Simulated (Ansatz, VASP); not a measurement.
# HCl: VASP beside Ansatz

```
CELL_PARAMETERS angstrom
0.00000 2.46100 2.74080
2.31380 0.00000 2.74080
2.31380 2.46100 0.00000
ATOMIC_POSITIONS crystal
H 0.00000 0.00000 0.00000
Cl 0.50000 0.50000 0.50000
```

Change from the starting cell: strain -0.080 along x and y, -0.040 along z, atoms carried along.

Alike in both runs: task single point; functional PBEsol; k mesh 16 × 16 × 16; occupations gaussian, width 0.15 eV; no spin polarisation.

```csv
,VASP,Ansatz
version,VASP 6.6.1,Ansatz 0.2.0
potentials or method,"VASP PAW PBE potentials, release 64 (H, Cl), cutoff 520 eV","scalar-relativistic, plane waves, PAW"
valence electrons in the cell,8,8
```

```csv
,VASP,Ansatz,Ansatz less VASP
gap on the k mesh at the Fermi level (eV),none,none,-
pressure (GPa),-10.8,-10.7,+0.07
"traceless stress, the component that is largest in VASP (GPa)",-7.43,-7.41,+0.019
```

VASP's potentials were made for PBE, not for PBEsol. A gap of «none» marks a metal or a gap that the smearing closes.
